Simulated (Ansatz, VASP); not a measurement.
## Two plane-wave programs on ZnS

File POSCAR:

```
ZnS
1.0
    5.3890263884      0.0000000000      0.0000000000
    0.0000000000     -5.3890263884      0.0000000000
    0.0000000000      0.0000000000     -5.3890263884
Zn S
4 4
Direct
    0.0049204629      0.0049204629      0.0000000000
    0.5000000000      0.5000000000      0.0000000000
    0.5000000000      0.0000000000      0.5000000000
    0.0000000000      0.5000000000      0.5000000000
    0.7500000000      0.7500000000      0.7500000000
    0.2500000000      0.2500000000      0.7500000000
    0.2500000000      0.7500000000      0.2500000000
    0.7500000000      0.2500000000      0.2500000000
```

INCAR.step1

```
SYSTEM = ZnS
  PREC = Accurate
  ENCUT = 520
  ISMEAR = 0
  SIGMA = 0.05
  LREAL = .False.
  LASPH = .True.
  NELM = 80
  NBANDS = 46
  GGA = PE
  ALGO = Normal
  EDIFF = 1E-4
  LWAVE = .True.
  LCHARG = .False.
```

INCAR.step2

```
SYSTEM = ZnS
  PREC = Accurate
  ENCUT = 520
  EDIFF = 1E-6
  ISMEAR = 0
  SIGMA = 0.05
  LREAL = .False.
  LASPH = .True.
  NELM = 80
  ALGO = Normal
  ISIF = 2
  LWAVE = .False.
  LCHARG = .False.
  METAGGA = R2SCAN
  LMIXTAU = .True.
  NBANDS = 46
  ISTART = 1
```

The input KPOINTS:

```
regular mesh
0
Gamma
  4 4 4
  0 0 0
```

Input for Ansatz:

```yaml
crystal:
  lattice:
    - [5.3890263884, 0.0, 0.0]
    - [0.0, -5.3890263884, 0.0]
    - [0.0, 0.0, -5.3890263884]
  atoms:
    - { symbol: Zn, position: [0.0049204629, 0.0049204629, 0.0] }
    - { symbol: Zn, position: [0.5, 0.5, 0.0] }
    - { symbol: Zn, position: [0.5, 0.0, 0.5] }
    - { symbol: Zn, position: [0.0, 0.5, 0.5] }
    - { symbol: S, position: [0.75, 0.75, 0.75] }
    - { symbol: S, position: [0.25, 0.25, 0.75] }
    - { symbol: S, position: [0.25, 0.75, 0.25] }
    - { symbol: S, position: [0.75, 0.25, 0.25] }
basis:
  ecutwfc: 500
kpoints:
  mp_grid: { grid: [4, 4, 4] }
hamiltonian:
  xc: r2scan
scf:
  occupations: { method: gaussian, width: 0.05 }
output:
  forces: true
  stress: true
  eigenvalues: true
```

Alike in both runs: task single point; functional r2SCAN; k mesh 4 × 4 × 4; occupations gaussian, width 0.05 eV; no spin polarisation.

```csv
,VASP,Ansatz
version,VASP 6.6.1,Ansatz 0.2.0
potentials or method,"VASP PAW PBE potentials, release 64 (Zn, S), cutoff 520 eV","scalar-relativistic, plane waves, PAW"
valence electrons in the cell,72,72
```

```csv
,VASP,Ansatz,Ansatz less VASP
gap on the k mesh at the Fermi level (eV),2.70,2.69,-0.010
least direct gap on the mesh (eV),2.70,2.69,-0.010
pressure (GPa),0.1,0.0,-0.07
"traceless stress, the component that is largest in VASP (GPa)",-0.16,-0.16,0.000
rms of the force components (eV/Å),0.064,0.067,+0.0030
```

VASP's potentials were made for PBE, not for r2SCAN. Atom by atom the forces differ by 0.004 eV/Å (rms over components).
